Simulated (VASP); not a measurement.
## Mg2CdSe3: single point with PBE

The system is Mg2CdSe3.

```
CELL_PARAMETERS angstrom
-1.97765 1.97765 8.40246
1.97765 -1.97765 8.40246
1.97765 1.97765 -8.40246
ATOMIC_POSITIONS crystal
Mg 0.66689 0.66689 0.00000
Mg 0.33311 0.33311 0.00000
Cd 0.00000 0.00000 0.00000
Se 0.83043 0.83043 0.00000
Se 0.50000 0.50000 0.00000
Se 0.16957 0.16957 0.00000
```

- Program: VASP 6.6.1
- Task: single point
- Functional: PBE
- Potentials or basis: VASP PAW PBE potentials, release 64 (Mg, Cd, Se)
- Cutoff: 520 eV
- k mesh: 12 × 12 × 12
- Occupations: gaussian, width 0.02 eV
- Spin: no spin polarisation

| Quantity | Value |
| --- | --- |
| Pressure | 0.1 GPa |
| Largest force | 0.024 eV/Å |
| Band gap on the k mesh | 0.59 eV (least direct gap 1.24 eV) |

Forces on the atoms (eV/Å):
```
Mg   0.000  0.000  0.004
Mg   0.000  0.000 -0.004
Cd   0.000  0.000  0.000
Se   0.000  0.000 -0.024
Se   0.000  0.000  0.000
Se   0.000  0.000  0.024
```

Levels at points of the mesh, in eV from the valence-band top:
| k point | band 14 | band 15 | band 16 | band 17 | band 18 | band 19 | band 20 | band 21 |
| --- | --- | --- | --- | --- | --- | --- | --- | --- |
| (0.00, 0.00, 0.00) | -1.58 | -0.39 | -0.37 | -0.37 | 0.87 | 2.08 | 2.43 | 4.34 |
| (0.50, 0.00, 0.00) | -0.83 | -0.76 | -0.48 | 0.00 | 3.31 | 4.24 | 4.29 | 5.05 |
| (0.50, 0.50, 0.00) | -2.58 | -2.53 | -1.99 | -1.99 | 0.59 | 2.64 | 3.07 | 4.36 |
| (0.50, 0.50, 0.50) | -1.03 | -1.03 | -0.69 | -0.69 | 0.65 | 3.46 | 3.67 | 4.20 |

It took 47 min on 1 thread of Oxide Virtual Turin-like Processor (shared host), peak memory 1 GiB.

Caveat: semilocal functionals underestimate gaps, and a narrow one can read as zero. A k mesh can miss the band edges.
